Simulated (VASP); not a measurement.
Here is a VASP 6.6.1 calculation.

INCAR

```
  PREC = Accurate
  ENCUT = 520
  EDIFF = 1E-6
  ISMEAR = 0
  SIGMA = 0.1
  LREAL = False
  LASPH = True
  NELM = 60
  ALGO = Normal
  ISIF = 2
  LWAVE = False
  LCHARG = False
  GGA = PE
  NBANDS = 28
```

KPOINTS

```
regular mesh
0
Gamma
  6 6 4
```

POSCAR

```
Hf2TaN2
1.0
    3.6985043300      0.0000000000      0.0000000000
   -1.8492521700      3.2029987100      0.0000000000
    0.0000000000      0.0000000000      6.2096220600
Hf Ta N
2 1 2
Direct
    0.0000000000      0.0000000000      0.7952060000
    0.0000000000      0.0000000000      0.2047940000
    0.0000000000      0.0000000000      0.5000000000
    0.3333333300      0.6666666700      0.0000000000
    0.6666666700      0.3333333300      0.0000000000
```

Potentials or basis: VASP PAW PBE potentials, release 64 (Hf_pv, Ta_pv, N).

Run with:

```sh
$ cat potpaw_PBE.64/Hf_pv/POTCAR potpaw_PBE.64/Ta_pv/POTCAR potpaw_PBE.64/N/POTCAR > POTCAR
$ mpirun -np 1 vasp_std > vasp.out
```

Q: What does it give for the pressure?

A: 69.7 GPa.

Q: Predict the largest force.

A: 28.705 eV/Å.

Stress tensor (GPa, compression positive):
```
-20.06   0.00   0.00
  0.00 -20.06   0.00
  0.00   0.00 249.28
```

Caveat: forces of over 1 eV/Å act on the atoms, so gaps and moduli don't describe the material at rest.
